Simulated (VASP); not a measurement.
A run of VASP 6.6.1:

The input INCAR:

```
SYSTEM = MoS2
ALGO     = Normal         ! electronic algorithm
EDIFF    = 1E-6           ! SCF threshold, eV
ENCUT    = 520            ! plane-wave cutoff, eV
GGA      = PS             ! functional
ISIF     = 2              ! what is computed and relaxed
ISMEAR   = 0              ! smearing method
LASPH    = .True.         ! aspherical terms in the spheres
LCHARG   = .False.        ! write CHGCAR
LREAL    = .False.        ! projectors in reciprocal space
LWAVE    = .False.        ! write WAVECAR
NBANDS   = 35             ! bands
NELM     = 60             ! most SCF steps
PREC     = Accurate       ! precision mode
SIGMA    = 0.02           ! smearing width, eV
```

The input KPOINTS:

```
k-points
0
Gamma
  12 12 4
  0 0 0
```

File POSCAR:

```
MoS2
1.0
    3.1414322091      0.0000000000      0.0000000000
   -1.5707161046      2.7205600974      0.0000000000
    0.0000000000      0.0000000000     12.5788195382
Mo S
2 4
Direct
    0.3333333333      0.6666666667      0.2500000000
    0.6666666667      0.3333333333      0.7500000000
    0.3333333333      0.6666666667      0.6260538423
    0.6666666667      0.3333333333      0.1260538423
    0.3333333333      0.6666666667      0.8739461577
    0.6666666667      0.3333333333      0.3739461577
```

Potentials or basis: VASP PAW PBE potentials, release 64 (Mo_sv, S).

Run with:

```sh
$ cat potpaw_PBE.64/Mo_sv/POTCAR potpaw_PBE.64/S/POTCAR > POTCAR
$ mpirun -np 1 vasp_std > vasp.out
```

Hardware: 1 thread of Intel(R) Xeon(R) Platinum 8259CL CPU @ 2.50GHz (Skylake/Cascade Lake) (shared host).

Problem. Estimate the wall time of this run.

Solution. Run time: 2.6 min on 1 thread of Intel(R) Xeon(R) Platinum 8259CL CPU @ 2.50GHz (Skylake/Cascade Lake) (shared host), peak memory 0.32 GiB. Counts: scf iterations 15, k points 57.
